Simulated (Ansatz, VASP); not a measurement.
## TiAl: VASP beside Ansatz

```
Ti Al
1.0
     0.00000    2.61562    2.61562
     2.61562    0.00000    2.61562
     2.61562    2.61562    0.00000
Ti Al
1 1
Direct
  0.00000 0.00000 0.00000
  0.50000 0.50000 0.50000
```

Alike in both runs: functional PBEsol; k mesh 14 × 14 × 14; occupations gaussian, width 0.1 eV; no spin polarisation.

Ansatz relaxed the structure, and its values are those at the end. VASP's run is a single point on that final structure, the one shown.

```csv
,VASP,Ansatz
version,VASP 6.6.1,Ansatz 0.2.0
potentials or method,"VASP PAW PBE potentials, release 64 (Ti_sv, Al), cutoff 520 eV","scalar-relativistic, plane waves, PAW"
valence electrons in the cell,15,15
```

|  | VASP | Ansatz | Ansatz less VASP |
| --- | --- | --- | --- |
| gap on the k mesh at the Fermi level (eV) | none | none | - |
| pressure (GPa) | 0.1 | 0.1 | -0.07 |

VASP's potentials were made for PBE, not for PBEsol. A gap of «none» marks a metal or a gap that the smearing closes. With one functional, cell and mesh, what is left measures potentials, basis and numerics.
